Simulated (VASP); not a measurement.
# PtF3 (Pm-3m) in VASP: a series of runs

PtF3 is run at these levels: PBE; tasks: single point, relaxation of cell and atoms.

All numbers are computed with VASP 6.6.1; they aren't measurements. Logs are shortened: lines on timing, memory, paths and dates and some standing lists are left out, and cuts for length are marked.

**1. The cell of the first run**

The structure is cubic, space group Pm-3m (No. 221). Conventional cell: a = 3.582 Å, b = 3.582 Å, c = 3.582 Å, α = 90.00°, β = 90.00°, γ = 90.00°. Within 3.3 Å of Pt (site symmetry m-3m) lie 12 F at 2.53 Å. F (site symmetry 4/mmm) has 4 Pt at 2.53 Å and 8 F at 2.53 Å within 3.3 Å.

**2. Single point, PBE**

INCAR reads:

```
ALGO = Normal ; EDIFF = 1E-6
ENCUT = 520 ; GGA = PE
ISIF = 2 ; ISMEAR = 0
LASPH = T ; LCHARG = F
LREAL = F ; LWAVE = F
NBANDS = 24 ; NELM = 80
PREC = Accurate ; SIGMA = 0.1
```

KPOINTS reads:

```
k-points
0
Gamma
  6 6 6
```

POSCAR reads:

```
PtF3
1.0
    3.5824116790      0.0000000000      0.0000000000
    0.0000000000      3.5824116790      0.0000000000
    0.0000000000      0.0000000000      3.5824116790
Pt F
1 3
Direct
    0.0000000000      0.0000000000      0.0000000000
    0.0000000000      0.5000000000      0.5000000000
    0.5000000000      0.0000000000      0.5000000000
    0.5000000000      0.5000000000      0.0000000000
```

Potentials or basis: VASP PAW PBE potentials, release 64 (Pt, F).

Command:

```console
$ cat potpaw_PBE.64/Pt/POTCAR potpaw_PBE.64/F/POTCAR > POTCAR
$ mpirun -np 1 vasp_std > vasp.out
```

OUTCAR:

```text
EDIFF = 1E-6
   ENCUT = 520
   GGA = PE
   ISIF = 2
   ISMEAR = 0
   LASPH = T
   LREAL = F
   NELM = 80
   PREC = Accurate

 ion  position               nearest neighbor table
   1  0.000  0.000  0.000-   2 2.53   3 2.53   4 2.53   2 2.53   3 2.53   2 2.53   4 2.53   2 2.53
                             3 2.53   4 2.53   3 2.53   4 2.53
   2  0.000  0.500  0.500-   1 2.53   1 2.53   1 2.53   1 2.53
   3  0.500  0.000  0.500-   1 2.53   1 2.53   1 2.53   1 2.53
   4  0.500  0.500  0.000-   1 2.53   1 2.53   1 2.53   1 2.53

  LATTYP: Found a simple cubic cell.
 ALAT       =     3.5824116790

  Lattice vectors:

 A1 = (   3.5824116790,   0.0000000000,   0.0000000000)
 A2 = (   0.0000000000,   3.5824116790,   0.0000000000)
 A3 = (   0.0000000000,   0.0000000000,   3.5824116790)

Analysis of symmetry for initial positions (statically):
=====================================================================
 Subroutine PRICEL returns:
 Original cell was already a primitive cell.

 Routine SETGRP: Setting up the symmetry group for a
 simple cubic supercell.

 Subroutine GETGRP returns: Found 48 space group operations
 (whereof 48 operations were pure point group operations)
 out of a pool of 48 trial point group operations.

The static configuration has the point symmetry O_h .

Analysis of symmetry for dynamics (positions and initial velocities):
=====================================================================
 Subroutine PRICEL returns:
 Original cell was already a primitive cell.

 Routine SETGRP: Setting up the symmetry group for a
 simple cubic supercell.

 Subroutine GETGRP returns: Found 48 space group operations
 (whereof 48 operations were pure point group operations)
 out of a pool of 48 trial point group operations.

The dynamic configuration has the point symmetry O_h .

 Subroutine INISYM returns: Found 48 space group operations
 (whereof 48 operations are pure point group operations),
 and found     1 'primitive' translations

----------------------------------------------------------------------------------------

                                     Primitive cell

  volume of cell :      45.9755

  direct lattice vectors                    reciprocal lattice vectors
     3.582411679  0.000000000  0.000000000     0.279141564  0.000000000  0.000000000
     0.000000000  3.582411679  0.000000000     0.000000000  0.279141564  0.000000000
     0.000000000  0.000000000  3.582411679     0.000000000  0.000000000  0.279141564

  length of vectors
     3.582411679  3.582411679  3.582411679     0.279141564  0.279141564  0.279141564

  position of ions in fractional coordinates (direct lattice)
     0.000000000  0.000000000  0.000000000
     0.000000000  0.500000000  0.500000000
     0.500000000  0.000000000  0.500000000
     0.500000000  0.500000000  0.000000000

  ion indices of the primitive-cell ions
   primitive index   ion index
                 1           1
                 2           2
                 3           3
                 4           4

----------------------------------------------------------------------------------------

 KPOINTS: k-points

Automatic generation of k-mesh.
 Grid dimensions read from file:
 generate k-points for:    6    6    6

 Generating k-lattice:

  Cartesian coordinates                     Fractional coordinates (reciprocal lattice)
     0.046523594  0.000000000  0.000000000     0.166666667  0.000000000  0.000000000
     0.000000000  0.046523594  0.000000000     0.000000000  0.166666667  0.000000000
     0.000000000  0.000000000  0.046523594     0.000000000  0.000000000  0.166666667

  Length of vectors
     0.046523594  0.046523594  0.046523594

  Shift w.r.t. Gamma in fractional coordinates (k-lattice)
     0.000000000  0.000000000  0.000000000

 Subroutine IBZKPT returns following result:
 ===========================================

 Found     20 irreducible k-points:

 Following reciprocal coordinates:
            Coordinates               Weight
  0.000000  0.000000  0.000000      1.000000
  0.166667  0.000000  0.000000      6.000000
  0.333333  0.000000  0.000000      6.000000
  0.500000  0.000000  0.000000      3.000000
  0.166667  0.166667  0.000000     12.000000
  0.333333  0.166667  0.000000     24.000000
[... 12 lines left out ...]
  0.500000  0.500000  0.333333      6.000000
  0.500000  0.500000  0.500000      1.000000
   k-points           NKPTS =     20   k-points in BZ     NKDIM =     20   number of bands    NBANDS=     24
   number of dos      NEDOS =    301   number of ions     NIONS =      4
   total plane-waves  NPLWV =  21952
   dimension x,y,z NGX =    28 NGY =   28 NGZ =   28
   dimension x,y,z NGXF=    56 NGYF=   56 NGZF=   56
   ions per type =               1   3
   NGX,Y,Z   is equivalent  to a cutoff of  12.99, 12.99, 12.99 a.u.
   NGXF,Y,Z  is equivalent  to a cutoff of  25.99, 25.99, 25.99 a.u.
 SYSTEM =  unknown system
   PREC   = accura    normal or accurate (medium, high low for compatibility)
   ISTART =      0    job   : 0-new  1-cont  2-samecut
   ICHARG =      2    charge: 1-file 2-atom 10-const
   ISPIN  =      1    spin polarized calculation?
   LNONCOLLINEAR =      F non collinear calculations
   LSORBIT =      F    spin-orbit coupling
   LASPH  =      T    aspherical Exc in radial PAW
   ENCUT  =  520.0 eV  38.22 Ry    6.18 a.u.   6.66  6.66  6.66*2*pi/ulx,y,z
   NELM   =     80;   NELMIN=  2; NELMDL= -5     # of ELM steps
   EDIFF  = 0.1E-05   stopping-criterion for ELM
   LREAL  =      F    real-space projection
   EDIFFG = 0.1E-04   stopping-criterion for IOM
   NSW    =      0    number of steps for IOM
   IBRION =     -1    ionic relax: 0-MD 1-quasi-New 2-CG
   NFREE  =      0    steps in history (QN), initial steepest desc. (CG)
   ISIF   =      2    stress and relaxation
   ISYM   =      2    0-nonsym 1-usesym 2-fastsym
   POTIM  = 0.5000    time-step for ionic-motion
   TEBEG  =    0.0;   TEEND  =   0.0 temperature during run
   PSTRESS=    0.0 pullay stress
   NELECT =      31.0000    total number of electrons
   NUPDOWN=      -1.0000    fix difference up-down
   EMIN   =  10.00;   EMAX   =-10.00  energy-range for DOS
   EFERMI =   0.00;   METHOD = LEGACY
   ISMEAR =     0;   SIGMA  =   0.10  broadening in eV -4-tet -1-fermi 0-gaus
   EFERMI_NEDOS =   21; number of points for ismear=-14 and -15
   IALGO  =     38    algorithm
   IMIX   =      4    mixing-type and parameters
     AMIX     =   0.40;   BMIX     =  1.00
     AMIX_MAG =   1.60;   BMIX_MAG =  1.00
  volume/ion in A,a.u.               =      11.49        77.56
  Fermi-wavevector in a.u.,A,eV,Ry     =   1.435555  2.712806 28.039142  2.060819
  Thomas-Fermi vector in A             =   2.554841
   LORBIT       =      0    0 simple, 1 ext, 2 COOP (PROOUT), +10 PAW based schemes
   GGA     = PE    functional components
   LHFCALC =     F    Hartree Fock is set to
   AEXX    =    0.0000 exact exchange contribution
   IVDW    =     0    specifies the selected vdW correction
   LEPSILON=     F    determine dielectric tensor
   LRPA    =     F    only Hartree local field effects (RPA)
 non-spin polarized calculation
 Gauss-broadening in eV      SIGMA  =   0.10
  energy-cutoff  :      520.00
  volume of cell :       45.98
 maximum number of plane-waves:      1261
 NGX is ok and might be reduce to    28
   NGX = 13   NGY = 13   NGZ = 13

 number of electron      31.0000035 magnetization

 Free energy of the ion-electron system (eV)
  ---------------------------------------------------
  ext. energy  EPLUGINS =         0.00000000
  ---------------------------------------------------
  free energy    TOTEN  =       -11.66857174 eV

  energy without entropy =      -11.63256865  energy(sigma->0) =      -11.65057020

 E-fermi :   2.1129     XC(G=0): -11.2954

 val. band max:        2.0565088971   @ k =   0.5000   0.1667   0.1667
 cond. band min:       2.1130655249   @ k =   0.5000   0.5000   0.0000
 fundamental gap:      0.0565566278
 Fermi energy:         2.1129148729

 k-point     1 :       0.0000    0.0000    0.0000
  band No.  band energies     occupation
      1     -19.8689      2.00000
      2     -18.4302      2.00000
      3     -18.4302      2.00000
      4      -1.8058      2.00000
      5      -1.8058      2.00000
      6      -1.8058      2.00000
[... 16 lines left out ...]
     23      19.6486      0.00000
     24      19.6486      0.00000

 k-point     2 :       0.1667    0.0000    0.0000
  band No.  band energies     occupation
      1     -19.7775      2.00000
      2     -18.5161      2.00000
      3     -18.4205      2.00000
      4      -1.9682      2.00000
      5      -1.9016      2.00000
      6      -1.9016      2.00000
[... 16 lines left out ...]
     23      19.9211      0.00000
     24      21.2113      0.00000

 k-point     3 :       0.3333    0.0000    0.0000
  band No.  band energies     occupation
      1     -19.5389      2.00000
      2     -18.7419      2.00000
      3     -18.3993      2.00000
      4      -2.2624      2.00000
      5      -2.1455      2.00000
      6      -2.1455      2.00000
[... 16 lines left out ...]
     23      20.6254      0.00000
     24      22.9313      0.00000

 k-point     4 :       0.5000    0.0000    0.0000
  band No.  band energies     occupation
      1     -19.3334      2.00000
      2     -18.9421      2.00000
      3     -18.3888      2.00000
      4      -2.3960      2.00000
      5      -2.2754      2.00000
      6      -2.2754      2.00000
[... 16 lines left out ...]
     23      21.1300      0.00000
     24      23.4784      0.00000

 k-point     5 :       0.1667    0.1667    0.0000
  band No.  band energies     occupation
      1     -19.6923      2.00000
      2     -18.5428      2.00000
      3     -18.4629      2.00000
      4      -2.4189      2.00000
      5      -1.9232      2.00000
      6      -1.5285      2.00000
[... 343 lines left out ...]
 k-point    18 :       0.5000    0.3333    0.3333
  band No.  band energies     occupation
      1     -18.9838      2.00000
      2     -18.8644      2.00000
      3     -18.7474      2.00000
      4      -2.8610      2.00000
      5      -2.4526      2.00000
      6      -2.3950      2.00000
[... 16 lines left out ...]
     23      21.5314      0.00000
     24      21.8198      0.00000

 k-point    19 :       0.5000    0.5000    0.3333
  band No.  band energies     occupation
      1     -18.8678      2.00000
      2     -18.8595      2.00000
      3     -18.8595      2.00000
      4      -2.8291      2.00000
      5      -2.3618      2.00000
      6      -2.3618      2.00000
[... 16 lines left out ...]
     23      21.2748      0.00000
     24      21.2748      0.00000

 k-point    20 :       0.5000    0.5000    0.5000
  band No.  band energies     occupation
      1     -18.8590      2.00000
      2     -18.8590      2.00000
      3     -18.8590      2.00000
      4      -2.4598      2.00000
      5      -2.4598      2.00000
      6      -2.4598      2.00000
[... 16 lines left out ...]
     23      20.8206      0.00000
     24      20.8211      0.00000

------------------------ aborting loop because EDIFF is reached ----------------------------------------

  FORCE on cell =-STRESS in cart. coord.  units (eV):
  Direction    XX          YY          ZZ          XY          YZ          ZX
  --------------------------------------------------------------------------------------
  -------------------------------------------------------------------------------------
  Total       -3.1098716     -3.1098716     -3.1098716     -0.0000000     -0.0000000      0.0000000
  in kB     -108.3743659   -108.3743659   -108.3743659     -0.0000000     -0.0000000      0.0000000
  external PRESSURE =    -108.3743659 kB  Pullay stress =       0.0000000 kB

 VOLUME and BASIS-vectors are now :
 -----------------------------------------------------------------------------
  energy-cutoff  :      520.00
  volume of cell :       45.98
      direct lattice vectors                 reciprocal lattice vectors
     3.582411679  0.000000000  0.000000000     0.279141564  0.000000000  0.000000000
     0.000000000  3.582411679  0.000000000     0.000000000  0.279141564  0.000000000
     0.000000000  0.000000000  3.582411679     0.000000000  0.000000000  0.279141564

 POSITION                                       TOTAL-FORCE (eV/Angst)
 -----------------------------------------------------------------------------------
      0.00000      0.00000      0.00000         0.000000      0.000000      0.000000
      0.00000      1.79121      1.79121         0.000000      0.000000      0.000000
      1.79121      0.00000      1.79121         0.000000      0.000000      0.000000
      1.79121      1.79121      0.00000         0.000000      0.000000      0.000000
 -----------------------------------------------------------------------------------
    total drift:                                0.000000      0.000000      0.000000

  FREE ENERGIE OF THE ION-ELECTRON SYSTEM (eV)
  ---------------------------------------------------
  free  energy   TOTEN  =       -11.6685717444 eV

  energy  without entropy=      -11.6325686497  energy(sigma->0) =      -11.65057020
```

Wall time 20 s (1 thread of Oxide Virtual Turin-like, shared host); peak memory 0.13 GiB.

What came out:

- Free energy: -11.6686 eV
- Pressure: -10.8 GPa

Caveat: spin-orbit coupling is left out, which moves the levels of the heavy elements; an odd number of electrons without spin polarisation forces a metal; a magnetic or distorted state may lie lower.

[end of part 1 of 2]
